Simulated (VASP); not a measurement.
Input of a VASP 6.6.1 run:

INCAR

```
PREC = Accurate
ENCUT = 520
EDIFF = 1E-6
ISMEAR = -1
SIGMA = 0.3
LREAL = False
LASPH = True
NELM = 100
ALGO = Normal
ISIF = 2
LWAVE = False
LCHARG = False
GGA = PE
NBANDS = 16
```

KPOINTS

```
regular mesh
0
Gamma
  10 10 5
```

The input POSCAR:

```
Ir
1.0
    2.6759594995      0.0000000000      0.0000000000
   -1.3379797498      2.3174486693      0.0000000000
    0.0000000000      0.0000000000      4.3399733933
Ir
2
Direct
    0.6666666667      0.3333333333      0.7500000000
    0.3333333333      0.6666666667      0.2500000000
```

Potentials or basis: VASP PAW PBE potentials, release 64 (Ir).

The run is started by

```sh
$ cat potpaw_PBE.64/Ir/POTCAR > POTCAR
$ mpirun -np 1 vasp_std > vasp.out
```

Question: Estimate the pressure.

Answer: 37.3 GPa.

Question: Predict the band gap on the k mesh.

Answer: Zero (band 9 reaches 12.54 eV, above the bottom of band 10 at 9.07 eV).

Stress tensor (GPa, compression positive):
```
36.86  0.00  0.00
 0.00 36.86  0.00
 0.00  0.00 38.33
```

Caveat: spin-orbit coupling is left out, which moves the levels of the heavy elements.
